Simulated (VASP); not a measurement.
Runs of VASP 6.6.1 on SrO. The structure is that of space group P4/nmm (No. 129), or close to it. The cells are those of the table. 

```tsv
cell	gap on the mesh (eV)	pressure (GPa)	largest force (eV/Å)
a = 4.409, b = 4.409, c = 3.452 Å, 4 atoms	2.96	(a)	0.08
a = 4.374, b = 4.374, c = 3.371 Å, 4 atoms	3.31	1.6	0.08
a = 4.425, b = 4.425, c = 3.495 Å, 4 atoms	2.80	(b)	0.08
a = 4.479, b = 4.392, c = 3.411 Å, 4 atoms	3.01	-1.0	0.13
a = 4.392, b = 4.392, c = 3.411 Å, 4 atoms	3.13	0.8	0.08
a = 4.355, b = 4.355, c = 3.330 Å, 4 atoms	3.51	2.5	0.08
```

Alike in all rows: task single point; level PBEsol; potentials or basis VASP PAW PBE potentials, release 64 (Sr_sv, O); no spin polarisation; k mesh 8 × 8 × 10; cutoff (eV) 520; smearing gaussian 0.05 eV.

Question: Estimate the missing entries.

Answer: (a) 0.1; (b) -0.4.

Caveats: the PAW data sets were made with another functional, which shifts forces and pressure a little.

A k mesh can miss the band edges, and the runs leave out spin-orbit coupling on Sr.
